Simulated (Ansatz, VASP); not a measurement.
## K2Ge in VASP and in Ansatz

Contents of INCAR:

```
PREC = Accurate ; ENCUT = 520
EDIFF = 1E-6 ; ISMEAR = 0
SIGMA = 0.1 ; LREAL = False
LASPH = True ; NELM = 60
ALGO = Normal ; ISIF = 2
LWAVE = False ; LCHARG = True
GGA = PE ; LELF = True
LVHAR = True ; NBANDS = 41
```

KPOINTS

```
regular mesh
0
Gamma
  4 4 4
```

Contents of POSCAR:

```
K2Ge
1.0
   -3.5217197000      3.5217197000      3.0159186000
    3.5217197000     -3.5217197000      3.0159186000
    3.5217197000      3.5217197000     -3.0159186000
K Ge
4 2
Direct
    0.6656000000      0.1656000000      0.8312000000
    0.1656000000      0.3344000000      0.5000000000
    0.3344000000      0.8344000000      0.1688000000
    0.8344000000      0.6656000000      0.5000000000
    0.2500000000      0.2500000000      0.0000000000
    0.7500000000      0.7500000000      0.0000000000
```

Input for Ansatz:

```yaml
crystal:
  lattice:
    - [-3.5217197, 3.5217197, 3.0159186]
    - [3.5217197, -3.5217197, 3.0159186]
    - [3.5217197, 3.5217197, -3.0159186]
  atoms:
    - { symbol: K, position: [0.6656, 0.1656, 0.8312] }
    - { symbol: K, position: [0.1656, 0.3344, 0.5] }
    - { symbol: K, position: [0.3344, 0.8344, 0.1688] }
    - { symbol: K, position: [0.8344, 0.6656, 0.5] }
    - { symbol: Ge, position: [0.25, 0.25, 0.0] }
    - { symbol: Ge, position: [0.75, 0.75, 0.0] }
basis:
  ecutwfc: 420
kpoints:
  mp_grid: { grid: [4, 4, 4] }
hamiltonian:
  xc: pbe
scf:
  occupations: { method: gaussian, width: 0.1 }
  lower_state_search: "off"
output:
  forces: true
  stress: true
  eigenvalues: true
```

Change from the starting cell: species swapped into the Tl2Pd type (I4/mcm, No. 140).

Alike in both runs: task single point; functional PBE; k mesh 4 × 4 × 4; occupations gaussian, width 0.1 eV; no spin polarisation.

|  | VASP | Ansatz |
| --- | --- | --- |
| version | VASP 6.6.1 | Ansatz 0.2.0 |
| potentials or method | VASP PAW PBE potentials, release 64 (K_sv, Ge_d), cutoff 520 eV | scalar-relativistic, plane waves, PAW |
| valence electrons in the cell | 64 | 64 |

Ansatz gave:

| Item | Value |
| --- | --- |
| gap on the k mesh at the Fermi level (eV) | none |
| pressure (GPa) | 15.0 |
| traceless stress, the component that is largest in VASP (GPa) | -4.89 |
| rms of the force components (eV/Å) | 0.222 |

Which values does VASP return?

gap on the k mesh at the Fermi level (eV): none; pressure (GPa): 15.1; traceless stress, the component that is largest in VASP (GPa): -4.91; rms of the force components (eV/Å): 0.226.

Atom by atom the forces differ by 0.004 eV/Å (rms over components). A gap of «none» marks a metal or a gap that the smearing closes. The functional is the same, so the differences come from potentials, cutoffs and numerics.
